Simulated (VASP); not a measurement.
# Al3BP4 (P3m1) in VASP: relaxation of cell and atoms with PBE

Aim: the relaxation of cell and atoms of Al3BP4 with PBE.

Everything below comes from runs of VASP 6.6.1. Logs are shortened: lines on timing, memory, paths and dates and some standing lists are left out, and cuts for length are marked.

### 1 The cell of the first run

It takes space group P3m1 (No. 156, trigonal). The conventional cell has a = 3.719 Å, b = 3.719 Å, c = 12.442 Å, α = 90.00°, β = 90.00°, γ = 120.00°. Within 3.1 Å of Al (site symmetry 3m) lie 4 P at 2.32 to 2.37 Å. Al (site symmetry 3m) has 4 P at 2.32 to 2.40 Å within 3.1 Å. Within 3.1 Å of Al (site symmetry 3m) lie 4 P at 2.33 to 2.37 Å. Within 2.6 Å of B (site symmetry 3m) lie 4 P at 1.99 to 2.24 Å. Within 2.6 Å of P (site symmetry 3m) lie 1 B at 1.99 Å and 3 Al at 2.33 Å. Within 3.1 Å of P (site symmetry 3m) lie 4 Al at 2.32 to 2.37 Å. P (site symmetry 3m) has 3 B at 2.24 Å and 1 Al at 2.40 Å within 3.0 Å. Within 3.1 Å of P (site symmetry 3m) lie 4 Al at 2.32 to 2.37 Å.

### 2 Relaxation of cell and atoms, PBE

Input file INCAR:

```
SYSTEM = Al3BP4
PREC     = Accurate       ! precision mode
ENCUT    = 600            ! plane-wave cutoff, eV
EDIFF    = 1E-7           ! SCF threshold, eV
ISMEAR   = 0              ! smearing method
SIGMA    = 0.02           ! smearing width, eV
LREAL    = .FALSE.        ! projectors in reciprocal space
LASPH    = .TRUE.         ! aspherical terms in the spheres
NELM     = 80             ! most SCF steps
ALGO     = Normal         ! electronic algorithm
ISIF     = 3              ! what is computed and relaxed
LWAVE    = .FALSE.        ! write WAVECAR
LCHARG   = .FALSE.        ! write CHGCAR
GGA      = PE             ! functional
IBRION   = 2              ! ionic algorithm
NSW      = 100            ! ionic steps
EDIFFG   = -0.01          ! ionic threshold
```

Input file KPOINTS:

```
regular mesh
0
G
  12 12 4
  0 0 0
```

Input file POSCAR:

```
Al3BP4
1.0
    3.7188099224      0.0000000000      0.0000000000
   -1.8594049612      3.2205838646      0.0000000000
    0.0000000000      0.0000000000     12.4416289985
Al B P
3 1 4
Direct
    0.6666666667      0.3333333333      0.7505965119
    0.3333333333      0.6666666667      0.0128815583
    0.3333333333      0.6666666667      0.4885360552
    0.6666666667      0.3333333333      0.2559010568
    0.6666666667      0.3333333333      0.4161686114
    0.6666666667      0.3333333333      0.9412439077
    0.3333333333      0.6666666667      0.2056198129
    0.3333333333      0.6666666667      0.6790524859
```

Potentials or basis: VASP PAW PBE potentials, release 64 (Al, B, P).

The run is started by

```console
> cat potpaw_PBE.64/Al/POTCAR potpaw_PBE.64/B/POTCAR potpaw_PBE.64/P/POTCAR > POTCAR
> mpirun -np 1 vasp_std > vasp.out
```

OUTCAR:

```text
SYSTEM = Al3BP4
   PREC = Accurate
   ENCUT = 600
   EDIFF = 1E-7
   ISMEAR = 0
   LREAL = .FALSE.
   LASPH = .TRUE.
   NELM = 80
   ISIF = 3
   GGA = PE
   IBRION = 2
   NSW = 100
   EDIFFG = -0.01

 ion  position               nearest neighbor table
   1  0.667  0.333  0.751-   8 2.32   8 2.32   8 2.32   6 2.37
   2  0.333  0.667  0.013-   6 2.32   6 2.32   6 2.32   7 2.40
   3  0.333  0.667  0.489-   5 2.33   5 2.33   5 2.33   8 2.37
   4  0.667  0.333  0.256-   5 1.99   7 2.24   7 2.24   7 2.24
   5  0.667  0.333  0.416-   4 1.99   3 2.33   3 2.33   3 2.33
   6  0.667  0.333  0.941-   2 2.32   2 2.32   2 2.32   1 2.37
   7  0.333  0.667  0.206-   4 2.24   4 2.24   4 2.24   2 2.40
   8  0.333  0.667  0.679-   1 2.32   1 2.32   1 2.32   3 2.37

  LATTYP: Found a hexagonal cell.
 ALAT       =     3.7188099224
 C/A-ratio  =     3.3455942245

  Lattice vectors:

 A1 = (   3.7188099224,   0.0000000000,   0.0000000000)
 A2 = (  -1.8594049612,   3.2205838646,   0.0000000000)
 A3 = (   0.0000000000,   0.0000000000,  12.4416289985)

Analysis of symmetry for initial positions (statically):
=====================================================================
 Subroutine PRICEL returns:
 Original cell was already a primitive cell.

 Routine SETGRP: Setting up the symmetry group for a
 hexagonal supercell.

 Subroutine GETGRP returns: Found  6 space group operations
 (whereof  6 operations were pure point group operations)
 out of a pool of 24 trial point group operations.

The static configuration has the point symmetry C_3v.

Analysis of symmetry for dynamics (positions and initial velocities):
=====================================================================
 Subroutine PRICEL returns:
 Original cell was already a primitive cell.

 Routine SETGRP: Setting up the symmetry group for a
 hexagonal supercell.

 Subroutine GETGRP returns: Found  6 space group operations
 (whereof  6 operations were pure point group operations)
 out of a pool of 24 trial point group operations.

The dynamic configuration has the point symmetry C_3v.

 Subroutine INISYM returns: Found  6 space group operations
 (whereof  6 operations are pure point group operations),
 and found     1 'primitive' translations

----------------------------------------------------------------------------------------

                                     Primitive cell

  volume of cell :     149.0101

  direct lattice vectors                    reciprocal lattice vectors
     3.718809922  0.000000000  0.000000000     0.268903230  0.155251352  0.000000000
    -1.859404961  3.220583865  0.000000000     0.000000000  0.310502704  0.000000000
     0.000000000  0.000000000 12.441628999     0.000000000  0.000000000  0.080375327

  length of vectors
     3.718809922  3.718809922 12.441628999     0.310502704  0.310502704  0.080375327

  position of ions in fractional coordinates (direct lattice)
     0.666666667  0.333333333  0.750596512
     0.333333333  0.666666667  0.012881558
     0.333333333  0.666666667  0.488536055
     0.666666667  0.333333333  0.255901057
     0.666666667  0.333333333  0.416168611
     0.666666667  0.333333333  0.941243908
     0.333333333  0.666666667  0.205619813
     0.333333333  0.666666667  0.679052486

  ion indices of the primitive-cell ions
   primitive index   ion index
                 1           1
                 2           2
                 3           3
                 4           4
                 5           5
                 6           6
                 7           7
                 8           8

----------------------------------------------------------------------------------------

 KPOINTS: regular mesh

Automatic generation of k-mesh.
 Grid dimensions read from file:
 generate k-points for:   12   12    4

 Generating k-lattice:

  Cartesian coordinates                     Fractional coordinates (reciprocal lattice)
     0.022408603  0.012937613  0.000000000     0.083333333  0.000000000  0.000000000
     0.000000000  0.025875225  0.000000000     0.000000000  0.083333333  0.000000000
     0.000000000  0.000000000  0.020093832     0.000000000  0.000000000  0.250000000

  Length of vectors
     0.025875225  0.025875225  0.020093832

  Shift w.r.t. Gamma in fractional coordinates (k-lattice)
     0.000000000  0.000000000  0.000000000

 Subroutine IBZKPT returns following result:
 ===========================================

 Found     69 irreducible k-points:

 Following reciprocal coordinates:
            Coordinates               Weight
  0.000000  0.000000  0.000000      1.000000
  0.083333  0.000000  0.000000      6.000000
  0.166667  0.000000  0.000000      6.000000
  0.250000  0.000000  0.000000      6.000000
  0.333333 -0.000000  0.000000      6.000000
  0.416667  0.000000  0.000000      6.000000
[... 16 lines left out ...]
  0.166667  0.000000  0.250000      6.000000
  0.000000  0.166667  0.250000      6.000000
 [... further k-points ...]
   k-points           NKPTS =     69   k-points in BZ     NKDIM =     69   number of bands    NBANDS=     21
   number of dos      NEDOS =    301   number of ions     NIONS =      8
   total plane-waves  NPLWV =  90000
   dimension x,y,z NGX =    30 NGY =   30 NGZ =  100
   dimension x,y,z NGXF=    60 NGYF=   60 NGZF=  200
   ions per type =               3   1   4
   NGX,Y,Z   is equivalent  to a cutoff of  13.41, 13.41, 13.36 a.u.
   NGXF,Y,Z  is equivalent  to a cutoff of  26.82, 26.82, 26.72 a.u.
 SYSTEM =  Al3BP4
   PREC   = accura    normal or accurate (medium, high low for compatibility)
   ISTART =      0    job   : 0-new  1-cont  2-samecut
   ICHARG =      2    charge: 1-file 2-atom 10-const
   ISPIN  =      1    spin polarized calculation?
   LNONCOLLINEAR =      F non collinear calculations
   LSORBIT =      F    spin-orbit coupling
   LASPH  =      T    aspherical Exc in radial PAW
   ENCUT  =  600.0 eV  44.10 Ry    6.64 a.u.   7.43  7.43 24.85*2*pi/ulx,y,z
   NELM   =     80;   NELMIN=  2; NELMDL= -5     # of ELM steps
   EDIFF  = 0.1E-06   stopping-criterion for ELM
   LREAL  =      F    real-space projection
   EDIFFG = -.1E-01   stopping-criterion for IOM
   NSW    =    100    number of steps for IOM
   IBRION =      2    ionic relax: 0-MD 1-quasi-New 2-CG
   NFREE  =      1    steps in history (QN), initial steepest desc. (CG)
   ISIF   =      3    stress and relaxation
   ISYM   =      2    0-nonsym 1-usesym 2-fastsym
   POTIM  = 0.5000    time-step for ionic-motion
   TEBEG  =    0.0;   TEEND  =   0.0 temperature during run
   PSTRESS=    0.0 pullay stress
   NELECT =      32.0000    total number of electrons
   NUPDOWN=      -1.0000    fix difference up-down
   EMIN   =  10.00;   EMAX   =-10.00  energy-range for DOS
   EFERMI =   0.00;   METHOD = LEGACY
   ISMEAR =     0;   SIGMA  =   0.02  broadening in eV -4-tet -1-fermi 0-gaus
   EFERMI_NEDOS =   21; number of points for ismear=-14 and -15
   IALGO  =     38    algorithm
   IMIX   =      4    mixing-type and parameters
     AMIX     =   0.40;   BMIX     =  1.00
     AMIX_MAG =   1.60;   BMIX_MAG =  1.00
  volume/ion in A,a.u.               =      18.63       125.70
  Fermi-wavevector in a.u.,A,eV,Ry     =   0.980361  1.852614 13.076675  0.961109
  Thomas-Fermi vector in A             =   2.111286
   LORBIT       =      0    0 simple, 1 ext, 2 COOP (PROOUT), +10 PAW based schemes
   GGA     = PE    functional components
   LHFCALC =     F    Hartree Fock is set to
   AEXX    =    0.0000 exact exchange contribution
   IVDW    =     0    specifies the selected vdW correction
   LEPSILON=     F    determine dielectric tensor
   LRPA    =     F    only Hartree local field effects (RPA)
 conjugate gradient relaxation of ions
 non-spin polarized calculation
 Gauss-broadening in eV      SIGMA  =   0.02
  energy-cutoff  :      600.00
  volume of cell :      149.01
 maximum number of plane-waves:      5028
 NGX is ok and might be reduce to    30
   NGX = 15   NGY = 15   NGZ = 49

--------------------------------------- Ionic step        1  -------------------------------------------

 number of electron      32.0000002 magnetization

 Free energy of the ion-electron system (eV)
  ---------------------------------------------------
  ext. energy  EPLUGINS =         0.00000000
  ---------------------------------------------------
  free energy    TOTEN  =       -42.35241137 eV

  energy without entropy =      -42.35241137  energy(sigma->0) =      -42.35241137

------------------------ aborting loop because EDIFF is reached ----------------------------------------

  FORCE on cell =-STRESS in cart. coord.  units (eV):
  Direction    XX          YY          ZZ          XY          YZ          ZX
  --------------------------------------------------------------------------------------
  -------------------------------------------------------------------------------------
  Total       -0.1029616     -0.1029616     -0.0153662     -0.0000000      0.0000000      0.0000000
  in kB       -1.1070568     -1.1070568     -0.1652191     -0.0000000      0.0000000      0.0000000
  external PRESSURE =      -0.7931109 kB  Pullay stress =       0.0000000 kB
[... 111 lines left out ...]
  energy  without entropy=      -42.3525511912  energy(sigma->0) =      -42.35255119

--------------------------------------- Ionic step        4  -------------------------------------------

 number of electron      32.0000002 magnetization

 Free energy of the ion-electron system (eV)
  ---------------------------------------------------
  ext. energy  EPLUGINS =         0.00000000
  ---------------------------------------------------
  free energy    TOTEN  =       -42.35257946 eV

  energy without entropy =      -42.35257946  energy(sigma->0) =      -42.35257946

 E-fermi :   5.3302     XC(G=0):  -9.4239

 val. band max:        5.2157927691   @ k =   0.0000   0.0000   0.0000
 cond. band min:       6.1120465905   @ k =   0.0000   0.0000   0.0000
 fundamental gap:      0.8962538214
 Fermi energy:         5.3301997178

 k-point     1 :       0.0000    0.0000    0.0000
  band No.  band energies     occupation
      1      -7.4855      2.00000
      2      -6.6000      2.00000
      3      -6.2958      2.00000
      4      -5.3004      2.00000
      5      -1.4505      2.00000
      6       0.8583      2.00000
[... 550 lines left out ...]
      5      -1.0734      2.00000
      6       0.2848      2.00000
[... 13 lines left out ...]
     20       8.7515      0.00000
     21       8.9517      0.00000

 [... further k-points ...]

------------------------ aborting loop because EDIFF is reached ----------------------------------------

  FORCE on cell =-STRESS in cart. coord.  units (eV):
  Direction    XX          YY          ZZ          XY          YZ          ZX
  --------------------------------------------------------------------------------------
  -------------------------------------------------------------------------------------
  Total       -0.0018150     -0.0018150     -0.0079788     -0.0000000      0.0000000      0.0000000
  in kB       -0.0195346     -0.0195346     -0.0858751     -0.0000000      0.0000000      0.0000000
  external PRESSURE =      -0.0416481 kB  Pullay stress =       0.0000000 kB
[... 23 lines left out ...]
  FREE ENERGIE OF THE ION-ELECTRON SYSTEM (eV)
  ---------------------------------------------------
  free  energy   TOTEN  =       -42.3525794611 eV

  energy  without entropy=      -42.3525794611  energy(sigma->0) =      -42.35257946

 reached required accuracy - stopping structural energy minimisation
```

It took 12 min on 1 thread of Intel Xeon 8259CL, shared host; peak memory 0.46 GiB.

What came out:

```
Free energy                           : -42.3526 eV
Relaxed volume                        : 18.61 Å³/atom
Relaxed cell                          : a = 3.716 Å, b = 3.716 Å, c = 12.447 Å, α = 90.00°, β = 90.00°, γ = 120.00°
Space group after relaxing (to 0.1 Å) : P3m1 (No. 156)
Energy gained by relaxing             : 0.0 meV/atom
Ionic steps                           : 4
Pressure after relaxing               : 0.0 GPa
Largest force after relaxing          : 0.005 eV/Å
Band gap on the k mesh                : 0.90 eV
```

Forces in eV/Å, atoms in the order of the input:
```
Al   0.000  0.000  0.001
Al   0.000  0.000  0.000
Al   0.000  0.000  0.001
B    0.000  0.000 -0.001
P    0.000  0.000 -0.003
P    0.000  0.000 -0.005
P    0.000  0.000  0.003
P    0.000  0.000  0.004
```

The path:
```csv
step,energy change (eV),largest force (eV/Å),pressure (GPa),volume (Å³)
1,0.0000,0.0308,-0.08,149.01
2,-0.0001,0.0100,0.04,148.81
3,-0.0001,0.0103,0.04,148.81
4,-0.0002,0.0047,0.00,148.86
```

Final structure:
```yaml
crystal:
  lattice:
    - [3.71620, 0.00000, 0.00000]
    - [-1.85810, 3.21832, 0.00000]
    - [0.00000, 0.00000, 12.44670]
  atoms:
    - { symbol: Al, position: [0.66667, 0.33333, 0.75069] }
    - { symbol: Al, position: [0.33333, 0.66667, 0.01290] }
    - { symbol: Al, position: [0.33333, 0.66667, 0.48871] }
    - { symbol: B, position: [0.66667, 0.33333, 0.25597] }
    - { symbol: P, position: [0.66667, 0.33333, 0.41614] }
    - { symbol: P, position: [0.66667, 0.33333, 0.94116] }
    - { symbol: P, position: [0.33333, 0.66667, 0.20547] }
    - { symbol: P, position: [0.33333, 0.66667, 0.67895] }
```

Levels at points of the mesh, in eV from the valence-band top:
| k point | band 13 | band 14 | band 15 | band 16 | band 17 | band 18 | band 19 | band 20 |
| --- | --- | --- | --- | --- | --- | --- | --- | --- |
| (0.00, 0.00, 0.00) | -0.45 | -0.45 | 0.00 | 0.00 | 0.90 | 3.00 | 3.02 | 3.02 |
| (0.50, 0.00, 0.00) | -2.05 | -2.03 | -1.72 | -1.06 | 1.18 | 1.89 | 1.97 | 2.63 |
| (0.00, 0.00, 0.50) | -0.30 | -0.30 | -0.09 | -0.09 | 0.95 | 2.91 | 3.03 | 3.03 |
| (0.50, 0.00, 0.50) | -2.15 | -1.98 | -1.46 | -1.23 | 1.19 | 1.83 | 2.08 | 2.17 |

A k mesh can miss the band edges.
